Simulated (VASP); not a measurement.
# Ti (Fm-3m) in VASP: a series of runs

The runs below take Ti through single point, with LDA.

Program: VASP 6.6.1. These are calculated values, not measurements. Logs are shortened: lines on timing, memory, paths and dates and some standing lists are left out, and cuts for length are marked.

### Step 1. The cell of the first run

Symmetry: Fm-3m, No. 225, cubic system. Conventional cell: a = 3.977 Å, b = 3.977 Å, c = 3.977 Å, α = 90.00°, β = 90.00°, γ = 90.00°. Ti (site symmetry m-3m) has 12 Ti at 2.81 Å within 3.7 Å.

### Step 2. Single point, LDA (volume scaled by 0.94)

File INCAR:

```
SYSTEM = Ti
PREC = Accurate ; ENCUT = 520
EDIFF = 1E-6 ; ISMEAR = -1
SIGMA = 0.05 ; LREAL = .FALSE.
LASPH = .TRUE. ; NELM = 80
ALGO = Fast ; ISIF = 2
LWAVE = .FALSE. ; LCHARG = .FALSE.
GGA = CA ; NBANDS = 12
```

File KPOINTS:

```
regular mesh
0
G
  11 11 11
  0 0 0
```

File POSCAR:

```
Ti
1.0
    0.0000000000      1.9885598007      1.9885598007
    1.9885598007      0.0000000000      1.9885598007
    1.9885598007      1.9885598007      0.0000000000
Ti
1
Direct
    0.0000000000      0.0000000000      0.0000000000
```

Potentials or basis: VASP PAW LDA potentials, release 64 (Ti_sv).

Command:

```console
cat potpaw_LDA.64/Ti_sv/POTCAR > POTCAR
mpirun -np 1 vasp_std > vasp.out
```

OUTCAR:

```text
SYSTEM = Ti
   PREC = Accurate
   ENCUT = 520
   EDIFF = 1E-6
   ISMEAR = -1
   LREAL = .FALSE.
   LASPH = .TRUE.
   NELM = 80
   ISIF = 2
   GGA = CA

 ion  position               nearest neighbor table
   1  0.000  0.000  0.000-

  LATTYP: Found a face centered cubic cell.
 ALAT       =     3.9771196014

  Lattice vectors:

 A1 = (   0.0000000000,   1.9885598007,   1.9885598007)
 A2 = (   1.9885598007,   0.0000000000,   1.9885598007)
 A3 = (   1.9885598007,   1.9885598007,   0.0000000000)

Analysis of symmetry for initial positions (statically):
=====================================================================
 Subroutine PRICEL returns:
 Original cell was already a primitive cell.

 Routine SETGRP: Setting up the symmetry group for a
 face centered cubic supercell.

 Subroutine GETGRP returns: Found 48 space group operations
 (whereof 48 operations were pure point group operations)
 out of a pool of 48 trial point group operations.

The static configuration has the point symmetry O_h .

Analysis of symmetry for dynamics (positions and initial velocities):
=====================================================================
 Subroutine PRICEL returns:
 Original cell was already a primitive cell.

 Routine SETGRP: Setting up the symmetry group for a
 face centered cubic supercell.

 Subroutine GETGRP returns: Found 48 space group operations
 (whereof 48 operations were pure point group operations)
 out of a pool of 48 trial point group operations.

The dynamic configuration has the point symmetry O_h .

 Subroutine INISYM returns: Found 48 space group operations
 (whereof 48 operations are pure point group operations),
 and found     1 'primitive' translations

----------------------------------------------------------------------------------------

                                     Primitive cell

  volume of cell :      15.7270

  direct lattice vectors                    reciprocal lattice vectors
     0.000000000  1.988559801  1.988559801    -0.251438252  0.251438252  0.251438252
     1.988559801  0.000000000  1.988559801     0.251438252 -0.251438252  0.251438252
     1.988559801  1.988559801  0.000000000     0.251438252  0.251438252 -0.251438252

  length of vectors
     2.812248240  2.812248240  2.812248240     0.435503827  0.435503827  0.435503827

  position of ions in fractional coordinates (direct lattice)
     0.000000000  0.000000000  0.000000000

  ion indices of the primitive-cell ions
   primitive index   ion index
                 1           1

----------------------------------------------------------------------------------------

 KPOINTS: regular mesh

Automatic generation of k-mesh.
 Grid dimensions read from file:
 generate k-points for:   11   11   11

 Generating k-lattice:

  Cartesian coordinates                     Fractional coordinates (reciprocal lattice)
    -0.022858023  0.022858023  0.022858023     0.090909091  0.000000000  0.000000000
     0.022858023 -0.022858023  0.022858023     0.000000000  0.090909091  0.000000000
     0.022858023  0.022858023 -0.022858023     0.000000000  0.000000000  0.090909091

  Length of vectors
     0.039591257  0.039591257  0.039591257

  Shift w.r.t. Gamma in fractional coordinates (k-lattice)
     0.000000000  0.000000000  0.000000000

 Subroutine IBZKPT returns following result:
 ===========================================

 Found     56 irreducible k-points:

 Following reciprocal coordinates:
            Coordinates               Weight
  0.000000  0.000000  0.000000      1.000000
  0.090909  0.000000  0.000000      8.000000
  0.181818  0.000000  0.000000      8.000000
  0.272727  0.000000  0.000000      8.000000
  0.363636  0.000000  0.000000      8.000000
  0.454545  0.000000  0.000000      8.000000
[... 16 lines left out ...]
 -0.272727  0.181818  0.000000     24.000000
 -0.181818  0.181818  0.000000     12.000000
 [... further k-points ...]
   k-points           NKPTS =     56   k-points in BZ     NKDIM =     56   number of bands    NBANDS=     12
   number of dos      NEDOS =    301   number of ions     NIONS =      1
   total plane-waves  NPLWV =  13824
   dimension x,y,z NGX =    24 NGY =   24 NGZ =   24
   dimension x,y,z NGXF=    48 NGYF=   48 NGZF=   48
   ions per type =               1
   NGX,Y,Z   is equivalent  to a cutoff of  14.19, 14.19, 14.19 a.u.
   NGXF,Y,Z  is equivalent  to a cutoff of  28.38, 28.38, 28.38 a.u.
 SYSTEM =  Ti
   PREC   = accura    normal or accurate (medium, high low for compatibility)
   ISTART =      0    job   : 0-new  1-cont  2-samecut
   ICHARG =      2    charge: 1-file 2-atom 10-const
   ISPIN  =      1    spin polarized calculation?
   LNONCOLLINEAR =      F non collinear calculations
   LSORBIT =      F    spin-orbit coupling
   LASPH  =      T    aspherical Exc in radial PAW
   ENCUT  =  520.0 eV  38.22 Ry    6.18 a.u.   5.23  5.23  5.23*2*pi/ulx,y,z
   NELM   =     80;   NELMIN=  2; NELMDL= -5     # of ELM steps
   EDIFF  = 0.1E-05   stopping-criterion for ELM
   LREAL  =      F    real-space projection
   EDIFFG = 0.1E-04   stopping-criterion for IOM
   NSW    =      0    number of steps for IOM
   IBRION =     -1    ionic relax: 0-MD 1-quasi-New 2-CG
   NFREE  =      0    steps in history (QN), initial steepest desc. (CG)
   ISIF   =      2    stress and relaxation
   ISYM   =      2    0-nonsym 1-usesym 2-fastsym
   POTIM  = 0.5000    time-step for ionic-motion
   TEBEG  =    0.0;   TEEND  =   0.0 temperature during run
   PSTRESS=    0.0 pullay stress
   NELECT =      12.0000    total number of electrons
   NUPDOWN=      -1.0000    fix difference up-down
   EMIN   =  10.00;   EMAX   =-10.00  energy-range for DOS
   EFERMI =   0.00;   METHOD = LEGACY
   ISMEAR =    -1;   SIGMA  =   0.05  broadening in eV -4-tet -1-fermi 0-gaus
   EFERMI_NEDOS =   21; number of points for ismear=-14 and -15
   IALGO  =     68    algorithm
   IMIX   =      4    mixing-type and parameters
     AMIX     =   0.40;   BMIX     =  1.00
     AMIX_MAG =   1.60;   BMIX_MAG =  1.00
  volume/ion in A,a.u.               =      15.73       106.13
  Fermi-wavevector in a.u.,A,eV,Ry     =   1.495960  2.826954 30.448420  2.237896
  Thomas-Fermi vector in A             =   2.608038
   LORBIT       =      0    0 simple, 1 ext, 2 COOP (PROOUT), +10 PAW based schemes
   GGA     = CA    functional components
   LHFCALC =     F    Hartree Fock is set to
   AEXX    =    0.0000 exact exchange contribution
   IVDW    =     0    specifies the selected vdW correction
   LEPSILON=     F    determine dielectric tensor
   LRPA    =     F    only Hartree local field effects (RPA)
 non-spin polarized calculation
 RMM-DIIS sequential band-by-band and
  energy-cutoff  :      520.00
  volume of cell :       15.73
 maximum number of plane-waves:       440
 NGX is ok and might be reduce to    24
   NGX = 11   NGY = 11   NGZ = 11

 number of electron      11.9999998 magnetization

 Free energy of the ion-electron system (eV)
  ---------------------------------------------------
  ext. energy  EPLUGINS =         0.00000000
  ---------------------------------------------------
  free energy    TOTEN  =        -8.50960739 eV

  energy without entropy =       -8.50152191  energy(sigma->0) =       -8.50556465

 E-fermi :   9.0768     XC(G=0): -12.2662

 val. band max:        8.9667341682   @ k =  -0.4545   0.3636   0.1818
 cond. band min:       9.0955744138   @ k =   0.2727   0.0000   0.0000
 fundamental gap:      0.1288402456
 Fermi energy:         9.0767685373

 k-point     1 :       0.0000    0.0000    0.0000
  band No.  band energies     occupation
      1     -46.7816      2.00000
      2     -22.8703      2.00000
      3     -22.8703      2.00000
      4     -22.8703      2.00000
      5       2.8488      2.00000
      6       9.9848      0.00000
      7       9.9848      0.00000
      8       9.9848      0.00000
      9      11.8264      0.00000
     10      11.8264      0.00000
     11      24.9788      0.00000
     12      29.8625      0.00000

 k-point     2 :       0.0909    0.0000    0.0000
  band No.  band energies     occupation
      1     -46.7666      2.00000
      2     -22.9490      2.00000
      3     -22.8798      2.00000
      4     -22.8798      2.00000
      5       3.1413      2.00000
      6       9.8038      0.00000
      7      10.0905      0.00000
      8      10.0905      0.00000
      9      11.7586      0.00000
     10      11.7586      0.00000
     11      25.2544      0.00000
     12      28.0749      0.00000

 k-point     3 :       0.1818    0.0000    0.0000
  band No.  band energies     occupation
      1     -46.7261      2.00000
      2     -23.1570      2.00000
      3     -22.9054      2.00000
      4     -22.9054      2.00000
      5       3.9514      2.00000
      6       9.3967      0.00332
      7      10.2745      0.00000
      8      10.2745      0.00000
      9      11.7147      0.00000
     10      11.7147      0.00000
     11      24.9378      0.00000
     12      26.1707      0.00000
[... 286 lines left out ...]
 k-point    23 :      -0.2727    0.1818    0.0000
  band No.  band energies     occupation
      1     -46.6088      2.00000
      2     -23.5525      2.00000
      3     -23.1677      2.00000
      4     -22.9684      2.00000
      5       6.5189      2.00000
      6       8.7413      1.99756
      7       9.3878      0.00396
      8      10.6539      0.00000
      9      11.7050      0.00000
     10      13.8038      0.00000
     11      21.4095      0.00000
     12      23.6660      0.00000

 k-point    24 :      -0.1818    0.1818    0.0000
  band No.  band energies     occupation
      1     -46.6546      2.00000
      2     -23.3973      2.00000
      3     -23.0856      2.00000
      4     -22.9292      2.00000
      5       5.5001      2.00000
      6       8.8181      1.98873
      7       9.8840      0.00000
      8      10.9405      0.00000
      9      10.9929      0.00000
     10      12.9550      0.00000
     11      23.5962      0.00000
     12      24.2683      0.00000

 [... further k-points ...]

------------------------ aborting loop because EDIFF is reached ----------------------------------------

  FORCE on cell =-STRESS in cart. coord.  units (eV):
  Direction    XX          YY          ZZ          XY          YZ          ZX
  --------------------------------------------------------------------------------------
  -------------------------------------------------------------------------------------
  Total        0.1884540      0.1884540      0.1884540     -0.0000000      0.0000000      0.0000000
  in kB       19.1986189     19.1986189     19.1986189     -0.0000000      0.0000000      0.0000000
  external PRESSURE =      19.1986189 kB  Pullay stress =       0.0000000 kB

 VOLUME and BASIS-vectors are now :
 -----------------------------------------------------------------------------
  energy-cutoff  :      520.00
  volume of cell :       15.73
      direct lattice vectors                 reciprocal lattice vectors
     0.000000000  1.988559801  1.988559801    -0.251438252  0.251438252  0.251438252
     1.988559801  0.000000000  1.988559801     0.251438252 -0.251438252  0.251438252
     1.988559801  1.988559801  0.000000000     0.251438252  0.251438252 -0.251438252

 POSITION                                       TOTAL-FORCE (eV/Angst)
 -----------------------------------------------------------------------------------
      0.00000      0.00000      0.00000        -0.000000     -0.000000     -0.000000
 -----------------------------------------------------------------------------------
    total drift:                                0.000000      0.000000      0.000000

  FREE ENERGIE OF THE ION-ELECTRON SYSTEM (eV)
  ---------------------------------------------------
  free  energy   TOTEN  =        -8.5096073948 eV

  energy  without entropy=       -8.5015219051  energy(sigma->0) =       -8.50556465
```

It took 14 s on 1 thread of Intel Xeon Platinum 8259CL at 2.50GHz (Skylake/Cascade Lake), shared host; peak memory 0.13 GiB.

What came out:

| Quantity | Value |
| --- | --- |
| Free energy | -8.5096 eV |
| Pressure | 1.9 GPa |
| Band gap on the k mesh | zero (band 6 reaches 9.98 eV, above the bottom of band 7 at 8.78 eV) |

Levels at points of the mesh, in eV from the Fermi level:
| k point | band 4 | band 5 | band 6 | band 7 | band 8 | band 9 |
| --- | --- | --- | --- | --- | --- | --- |
| (0.00, 0.00, 0.00) | -31.95 | -6.23 | 0.91 | 0.91 | 0.91 | 2.75 |

Caveat: the cell differs from its parent crystal (volume scaled by 0.94).

### Step 3. Single point, LDA (volume scaled by 0.96)

File INCAR:

```
SYSTEM = Ti
ALGO     = Fast           ! electronic algorithm
EDIFF    = 1E-6           ! SCF threshold, eV
ENCUT    = 520            ! plane-wave cutoff, eV
ISIF     = 2              ! what is computed and relaxed
ISMEAR   = -1             ! smearing method
LASPH    = .TRUE.         ! aspherical terms in the spheres
LCHARG   = .FALSE.        ! write CHGCAR
LREAL    = .FALSE.        ! projectors in reciprocal space
LWAVE    = .FALSE.        ! write WAVECAR
NBANDS   = 12             ! bands
NELM     = 80             ! most SCF steps
PREC     = Accurate       ! precision mode
SIGMA    = 0.05           ! smearing width, eV
```

File KPOINTS:

```
k-points
0
G
  11 11 11
  0 0 0
```

File POSCAR:

```
Ti
1.0
    0.0000000000      2.0025642044      2.0025642044
    2.0025642044      0.0000000000      2.0025642044
    2.0025642044      2.0025642044      0.0000000000
Ti
1
Direct
    0.0000000000      0.0000000000      0.0000000000
```

Potentials or basis: VASP PAW LDA potentials, release 64 (Ti_sv).

Command:

```console
cat potpaw_LDA.64/Ti_sv/POTCAR > POTCAR
mpirun -np 1 vasp_std > vasp.out
```

Run time: 14 s. Hardware: 1 thread of Intel Xeon Platinum 8259CL at 2.50GHz (Skylake/Cascade Lake), shared host; peak memory 0.12 GiB.

It converged, with:

- Free energy: -8.5110 eV
- Pressure: -0.8 GPa
- Band gap on the k mesh: zero (band 6 reaches 9.74 eV, above the bottom of band 7 at 8.55 eV)

Levels at points of the mesh, in eV from the Fermi level:
```tsv
k point	band 2	band 3	band 4	band 5	band 6	band 7	band 8	band 9	band 10	band 11
(0.00, 0.00, 0.00)	-32.01	-32.01	-32.01	-6.19	0.90	0.90	0.90	2.68	2.68	15.78
```

Caveat: the cell differs from its parent crystal (volume scaled by 0.96).

### Step 4. Single point, LDA (volume scaled by 0.98)

File INCAR:

```
PREC = Accurate ; ENCUT = 520
EDIFF = 1E-7 ; ISMEAR = -1
SIGMA = 0.05 ; LREAL = F
LASPH = T ; NELM = 60
ALGO = Normal ; ISIF = 2
LWAVE = F ; LCHARG = F
NBANDS = 12
```

File KPOINTS:

```
Automatic mesh
0
Gamma
  11 11 11
```

File POSCAR:

```
Ti
1.0
    0.0000000000      2.0163754284      2.0163754284
    2.0163754284      0.0000000000      2.0163754284
    2.0163754284      2.0163754284      0.0000000000
Ti
1
Direct
    0.0000000000      0.0000000000      0.0000000000
```

Command:

```console
cat potpaw_LDA.64/Ti_sv/POTCAR > POTCAR
mpirun -np 1 vasp_std > vasp.out
```

It took 7.5 s on 1 thread of Intel Xeon Platinum 8259CL at 2.50GHz (Skylake/Cascade Lake), shared host; peak memory 0.13 GiB.

Results (log left out):

* Free energy: -8.5071 eV
* Pressure: -3.1 GPa
* Band gap on the k mesh: zero (band 6 reaches 9.49 eV, above the bottom of band 7 at 8.32 eV)

Levels at points of the mesh, in eV from the Fermi level:
```
           k point  band 3  band 4  band 5  band 6  band 7  band 8  band 9  band 10
(0.00, 0.00, 0.00)  -32.07  -32.07   -6.15    0.88    0.88    0.88    2.62     2.62
```

Caveat: the cell differs from its parent crystal (volume scaled by 0.98).

### Step 5. Single point, LDA

This run uses another cell than the first one, of 16.73 Å³/atom, 1.064 times its volume.

File INCAR:

```
PREC     = Accurate       # precision mode
ENCUT    = 520            # plane-wave cutoff, eV
EDIFF    = 1E-6           # SCF threshold, eV
ISMEAR   = -1             # smearing method
SIGMA    = 0.05           # smearing width, eV
LREAL    = F              # projectors in reciprocal space
LASPH    = T              # aspherical terms in the spheres
NELM     = 60             # most SCF steps
ALGO     = Normal         # electronic algorithm
ISIF     = 2              # what is computed and relaxed
LWAVE    = F              # write WAVECAR
LCHARG   = T              # write CHGCAR
LELF     = T              # ELF
LVHAR    = T            
NBANDS   = 12             # bands
```

KPOINTS is that of step 4.

File POSCAR:

```
Ti
1.0
    0.0000000000      2.0300000000      2.0300000000
    2.0300000000      0.0000000000      2.0300000000
    2.0300000000      2.0300000000      0.0000000000
Ti
1
Direct
    0.0000000000      0.0000000000      0.0000000000
```

Command:

```console
cat potpaw_LDA.64/Ti_sv/POTCAR > POTCAR
mpirun -np 1 vasp_std > vasp.out
```

Run time: 7.5 s. Hardware: 1 thread of Intel Xeon Platinum 8259CL at 2.50GHz (Skylake/Cascade Lake), shared host; peak memory 0.13 GiB.

The run converged. Its results:

```
Free energy            : -8.4985 eV
Pressure               : -5.2 GPa
Band gap on the k mesh : zero (band 6 reaches 9.26 eV, above the bottom of band 7 at 8.11 eV)
```

Levels at points of the mesh, in eV from the Fermi level:
```
           k point  band 2  band 3  band 4  band 5  band 6  band 7  band 8  band 9  band 10  band 11
(0.00, 0.00, 0.00)  -32.13  -32.13  -32.13   -6.11    0.87    0.87    0.87    2.56     2.56    15.55
```

(Part 1 of 2 ends here.)
